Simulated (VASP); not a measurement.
# Bi2Se3 (R-3m) in VASP: single point with PBE

Aim: the single point of Bi2Se3 with PBE.

All numbers are computed with VASP 6.6.1; they aren't measurements. Logs are shortened: lines on timing, memory, paths and dates and some standing lists are left out, and cuts for length are marked.

## 1. The cell of the first run

Symmetry: R-3m, No. 166, trigonal system. The conventional cell has a = 4.191 Å, b = 4.191 Å, c = 29.929 Å, α = 90.00°, β = 90.00°, γ = 120.00°. Bi (site symmetry 3m) has 6 Se at 2.88 to 3.10 Å within 3.8 Å. Within 4.3 Å of Se (site symmetry -3m) lie 6 Bi at 3.10 Å and 12 Se at 4.19 to 4.26 Å. Se (site symmetry 3m) has 3 Bi at 2.88 Å and 3 Se at 3.83 Å within 3.9 Å.

## 2. Single point, PBE

Contents of INCAR:

```
PREC = Accurate ; ENCUT = 520
EDIFF = 1E-6 ; ISMEAR = -1
SIGMA = 0.02 ; LREAL = False
LASPH = True ; NELM = 80
ALGO = Normal ; ISIF = 2
LWAVE = False ; LCHARG = False
GGA = PE ; NBANDS = 32
```

Contents of KPOINTS:

```
regular mesh
0
Gamma
  8 8 8
```

Contents of POSCAR:

```
Bi2Se3
1.0
    2.0956832629      1.2099432960      9.9762290674
   -2.0956832629      1.2099432960      9.9762290674
    0.0000000000     -2.4198865920      9.9762290674
Bi Se
2 3
Direct
    0.3981757700      0.3981757700      0.3981757700
    0.6018242300      0.6018242300      0.6018242300
    0.0000000000      0.0000000000      0.0000000000
    0.2163229471      0.2163229471      0.2163229471
    0.7836770529      0.7836770529      0.7836770529
```

Potentials or basis: VASP PAW PBE potentials, release 64 (Bi_d, Se).

The run is started by

```console
cat potpaw_PBE.64/Bi_d/POTCAR potpaw_PBE.64/Se/POTCAR > POTCAR
mpirun -np 1 vasp_std > vasp.out
```

OUTCAR:

```text
PREC = Accurate
   ENCUT = 520
   EDIFF = 1E-6
   ISMEAR = -1
   LREAL = False
   LASPH = True
   NELM = 80
   ISIF = 2
   GGA = PE

 ion  position               nearest neighbor table
   1  0.398  0.398  0.398-   5 2.88   5 2.88   5 2.88   3 3.10   3 3.10   3 3.10
   2  0.602  0.602  0.602-   4 2.88   4 2.88   4 2.88   3 3.10   3 3.10   3 3.10
   3  0.000  0.000  0.000-   2 3.10   2 3.10   1 3.10   1 3.10   2 3.10   1 3.10
   4  0.216  0.216  0.216-   2 2.88   2 2.88   2 2.88
   5  0.784  0.784  0.784-   1 2.88   1 2.88   1 2.88

  LATTYP: Found a trigonal (rhomboedric) cell.
 ALAT       =    10.2655247076
 COS(alpha) =     0.9166474328

  Lattice vectors:

 A1 = (   2.0956832629,   1.2099432960,   9.9762290674)
 A2 = (  -2.0956832629,   1.2099432960,   9.9762290674)
 A3 = (   0.0000000000,  -2.4198865920,   9.9762290674)

Analysis of symmetry for initial positions (statically):
=====================================================================
 Subroutine PRICEL returns:
 Original cell was already a primitive cell.

 Routine SETGRP: Setting up the symmetry group for a
 trigonal (rhombohedral) supercell.

 Subroutine GETGRP returns: Found 12 space group operations
 (whereof 12 operations were pure point group operations)
 out of a pool of 12 trial point group operations.

The static configuration has the point symmetry D_3d.

Analysis of symmetry for dynamics (positions and initial velocities):
=====================================================================
 Subroutine PRICEL returns:
 Original cell was already a primitive cell.

 Routine SETGRP: Setting up the symmetry group for a
 trigonal (rhombohedral) supercell.

 Subroutine GETGRP returns: Found 12 space group operations
 (whereof 12 operations were pure point group operations)
 out of a pool of 12 trial point group operations.

The dynamic configuration has the point symmetry D_3d.

 Subroutine INISYM returns: Found 12 space group operations
 (whereof 12 operations are pure point group operations),
 and found     1 'primitive' translations

----------------------------------------------------------------------------------------

                                     Primitive cell

  volume of cell :     151.7778

  direct lattice vectors                    reciprocal lattice vectors
     2.095683263  1.209943296  9.976229067     0.238585672  0.137747502  0.033412759
    -2.095683263  1.209943296  9.976229067    -0.238585672  0.137747502  0.033412759
     0.000000000 -2.419886592  9.976229067     0.000000000 -0.275495004  0.033412759

  length of vectors
    10.265524708 10.265524708 10.265524708     0.277513801  0.277513801  0.277513801

  position of ions in fractional coordinates (direct lattice)
     0.398175770  0.398175770  0.398175770
     0.601824230  0.601824230  0.601824230
     0.000000000  0.000000000  0.000000000
     0.216322947  0.216322947  0.216322947
     0.783677053  0.783677053  0.783677053

  ion indices of the primitive-cell ions
   primitive index   ion index
                 1           1
                 2           2
                 3           3
                 4           4
                 5           5

----------------------------------------------------------------------------------------

 KPOINTS: regular mesh

Automatic generation of k-mesh.
 Grid dimensions read from file:
 generate k-points for:    8    8    8

 Generating k-lattice:

  Cartesian coordinates                     Fractional coordinates (reciprocal lattice)
     0.029823209  0.017218438  0.004176595     0.125000000  0.000000000 -0.000000000
    -0.029823209  0.017218438  0.004176595     0.000000000  0.125000000 -0.000000000
     0.000000000 -0.034436876  0.004176595    -0.000000000 -0.000000000  0.125000000

  Length of vectors
     0.034689225  0.034689225  0.034689225

  Shift w.r.t. Gamma in fractional coordinates (k-lattice)
     0.000000000  0.000000000  0.000000000

 Subroutine IBZKPT returns following result:
 ===========================================

 Found     65 irreducible k-points:

 Following reciprocal coordinates:
            Coordinates               Weight
  0.000000  0.000000  0.000000      1.000000
  0.125000 -0.000000  0.000000      6.000000
  0.250000 -0.000000  0.000000      6.000000
  0.375000  0.000000  0.000000      6.000000
  0.500000 -0.000000  0.000000      3.000000
  0.125000  0.125000  0.000000      6.000000
[... 16 lines left out ...]
  0.250000  0.125000  0.125000      6.000000
  0.375000  0.125000  0.125000      6.000000
 [... further k-points ...]
   k-points           NKPTS =     65   k-points in BZ     NKDIM =     65   number of bands    NBANDS=     32
   number of dos      NEDOS =    301   number of ions     NIONS =      5
   total plane-waves  NPLWV = 512000
   dimension x,y,z NGX =    80 NGY =   80 NGZ =   80
   dimension x,y,z NGXF=   160 NGYF=  160 NGZF=  160
   ions per type =               2   3
   NGX,Y,Z   is equivalent  to a cutoff of  12.96, 12.96, 12.96 a.u.
   NGXF,Y,Z  is equivalent  to a cutoff of  25.91, 25.91, 25.91 a.u.
 SYSTEM =  unknown system
   PREC   = accura    normal or accurate (medium, high low for compatibility)
   ISTART =      0    job   : 0-new  1-cont  2-samecut
   ICHARG =      2    charge: 1-file 2-atom 10-const
   ISPIN  =      1    spin polarized calculation?
   LNONCOLLINEAR =      F non collinear calculations
   LSORBIT =      F    spin-orbit coupling
   LASPH  =      T    aspherical Exc in radial PAW
   ENCUT  =  520.0 eV  38.22 Ry    6.18 a.u.  19.09 19.09 19.09*2*pi/ulx,y,z
   NELM   =     80;   NELMIN=  2; NELMDL= -5     # of ELM steps
   EDIFF  = 0.1E-05   stopping-criterion for ELM
   LREAL  =      F    real-space projection
   EDIFFG = 0.1E-04   stopping-criterion for IOM
   NSW    =      0    number of steps for IOM
   IBRION =     -1    ionic relax: 0-MD 1-quasi-New 2-CG
   NFREE  =      0    steps in history (QN), initial steepest desc. (CG)
   ISIF   =      2    stress and relaxation
   ISYM   =      2    0-nonsym 1-usesym 2-fastsym
   POTIM  = 0.5000    time-step for ionic-motion
   TEBEG  =    0.0;   TEEND  =   0.0 temperature during run
   PSTRESS=    0.0 pullay stress
   NELECT =      48.0000    total number of electrons
   NUPDOWN=      -1.0000    fix difference up-down
   EMIN   =  10.00;   EMAX   =-10.00  energy-range for DOS
   EFERMI =   0.00;   METHOD = LEGACY
   ISMEAR =    -1;   SIGMA  =   0.02  broadening in eV -4-tet -1-fermi 0-gaus
   EFERMI_NEDOS =   21; number of points for ismear=-14 and -15
   IALGO  =     38    algorithm
   IMIX   =      4    mixing-type and parameters
     AMIX     =   0.40;   BMIX     =  1.00
     AMIX_MAG =   1.60;   BMIX_MAG =  1.00
  volume/ion in A,a.u.               =      30.36       204.85
  Fermi-wavevector in a.u.,A,eV,Ry     =   1.115370  2.107745 16.926345  1.244051
  Thomas-Fermi vector in A             =   2.251974
   LORBIT       =      0    0 simple, 1 ext, 2 COOP (PROOUT), +10 PAW based schemes
   GGA     = PE    functional components
   LHFCALC =     F    Hartree Fock is set to
   AEXX    =    0.0000 exact exchange contribution
   IVDW    =     0    specifies the selected vdW correction
   LEPSILON=     F    determine dielectric tensor
   LRPA    =     F    only Hartree local field effects (RPA)
 non-spin polarized calculation
  energy-cutoff  :      520.00
  volume of cell :      151.78
 maximum number of plane-waves:      4112
 NGX is ok and might be reduce to    80
   NGX = 39   NGY = 39   NGZ = 39

 number of electron      48.0000001 magnetization

 Free energy of the ion-electron system (eV)
  ---------------------------------------------------
  ext. energy  EPLUGINS =         0.00000000
  ---------------------------------------------------
  free energy    TOTEN  =       -20.22929911 eV

  energy without entropy =      -20.22929907  energy(sigma->0) =      -20.22929909

 E-fermi :   4.2293     XC(G=0):  -9.1409

 val. band max:        4.0068559656   @ k =   0.0000   0.0000   0.0000
 cond. band min:       4.4521986414   @ k =   0.0000   0.0000   0.0000
 fundamental gap:      0.4453426758
 Fermi energy:         4.2293304272

 k-point     1 :       0.0000    0.0000    0.0000
  band No.  band energies     occupation
      1     -18.8693      2.00000
      2     -18.8693      2.00000
      3     -18.8679      2.00000
      4     -18.8679      2.00000
      5     -18.8655      2.00000
      6     -18.8633      2.00000
[... 24 lines left out ...]
     31      10.1816      0.00000
     32      10.9107      0.00000

 k-point     2 :       0.1250   -0.0000    0.0000
  band No.  band energies     occupation
      1     -18.8711      2.00000
      2     -18.8694      2.00000
      3     -18.8660      2.00000
      4     -18.8646      2.00000
      5     -18.8633      2.00000
      6     -18.8613      2.00000
[... 24 lines left out ...]
     31       9.8771      0.00000
     32      10.4280      0.00000

 k-point     3 :       0.2500   -0.0000    0.0000
  band No.  band energies     occupation
      1     -18.8765      2.00000
      2     -18.8738      2.00000
      3     -18.8622      2.00000
      4     -18.8595      2.00000
      5     -18.8581      2.00000
      6     -18.8579      2.00000
[... 24 lines left out ...]
     31       8.9852      0.00000
     32      10.5491      0.00000

 k-point     4 :       0.3750    0.0000    0.0000
  band No.  band energies     occupation
      1     -18.8828      2.00000
      2     -18.8791      2.00000
      3     -18.8655      2.00000
      4     -18.8611      2.00000
      5     -18.8590      2.00000
      6     -18.8552      2.00000
[... 654 lines left out ...]
     31      10.1892      0.00000
     32      10.8668      0.00000

 k-point    23 :       0.2500    0.1250    0.1250
  band No.  band energies     occupation
      1     -18.8711      2.00000
      2     -18.8694      2.00000
      3     -18.8660      2.00000
      4     -18.8646      2.00000
      5     -18.8633      2.00000
      6     -18.8613      2.00000
[... 24 lines left out ...]
     31       9.8454      0.00000
     32      10.5505      0.00000

 k-point    24 :       0.3750    0.1250    0.1250
  band No.  band energies     occupation
      1     -18.8765      2.00000
      2     -18.8738      2.00000
      3     -18.8622      2.00000
      4     -18.8595      2.00000
      5     -18.8581      2.00000
      6     -18.8579      2.00000
[... 24 lines left out ...]
     31       9.0212      0.00000
     32      10.6413      0.00000

 [... further k-points ...]
[... 5 lines left out ...]
  --------------------------------------------------------------------------------------
  -------------------------------------------------------------------------------------
  Total        0.2403238      0.2403238      0.4022298      0.0000000      0.0000000      0.0000000
  in kB        2.5368753      2.5368753      4.2459658      0.0000000      0.0000000      0.0000000
  external PRESSURE =       3.1065721 kB  Pullay stress =       0.0000000 kB

 VOLUME and BASIS-vectors are now :
 -----------------------------------------------------------------------------
  energy-cutoff  :      520.00
  volume of cell :      151.78
      direct lattice vectors                 reciprocal lattice vectors
     2.095683263  1.209943296  9.976229067     0.238585672  0.137747502  0.033412759
    -2.095683263  1.209943296  9.976229067    -0.238585672  0.137747502  0.033412759
     0.000000000 -2.419886592  9.976229067     0.000000000 -0.275495004  0.033412759

 POSITION                                       TOTAL-FORCE (eV/Angst)
 -----------------------------------------------------------------------------------
      0.00000      0.00000     11.91688        -0.000000      0.000000     -0.007283
      0.00000      0.00000     18.01181        -0.000000     -0.000000      0.007283
      0.00000      0.00000      0.00000         0.000000     -0.000000      0.000000
      0.00000      0.00000      6.47426        -0.000000     -0.000000     -0.009132
      0.00000      0.00000     23.45443        -0.000000      0.000000      0.009132
 -----------------------------------------------------------------------------------
    total drift:                               -0.000000      0.000000      0.000000

  FREE ENERGIE OF THE ION-ELECTRON SYSTEM (eV)
  ---------------------------------------------------
  free  energy   TOTEN  =       -20.2292991071 eV

  energy  without entropy=      -20.2292990736  energy(sigma->0) =      -20.22929909
```

It took 15 min on 1 thread of AMD EPYC 9R45 (Zen 5), shared host; peak memory 1 GiB.

Results:

```
Free energy            : -20.2293 eV
Pressure               : 0.3 GPa
Largest force          : 0.009 eV/Å
Band gap on the k mesh : 0.45 eV
```

Forces in eV/Å, atoms in the order of the input:
```
Bi   0.000  0.000 -0.007
Bi   0.000  0.000  0.007
Se   0.000  0.000  0.000
Se   0.000  0.000 -0.009
Se   0.000  0.000  0.009
```

Levels at points of the mesh, in eV from the valence-band top:
| k point | band 22 | band 23 | band 24 | band 25 | band 26 | band 27 |
| --- | --- | --- | --- | --- | --- | --- |
| (0.00, 0.00, 0.00) | -0.94 | -0.94 | 0.00 | 0.45 | 1.70 | 1.70 |
| (0.50, 0.00, 0.00) | -1.60 | -1.00 | -0.49 | 1.14 | 2.29 | 3.13 |
| (0.50, 0.50, 0.00) | -1.40 | -1.22 | -0.87 | 1.56 | 2.24 | 2.69 |
| (0.50, 0.50, 0.50) | -1.03 | -1.03 | -0.31 | 0.69 | 1.86 | 1.86 |

Caveat: spin-orbit coupling is left out, which moves the levels of the heavy elements. A k mesh can miss the band edges.
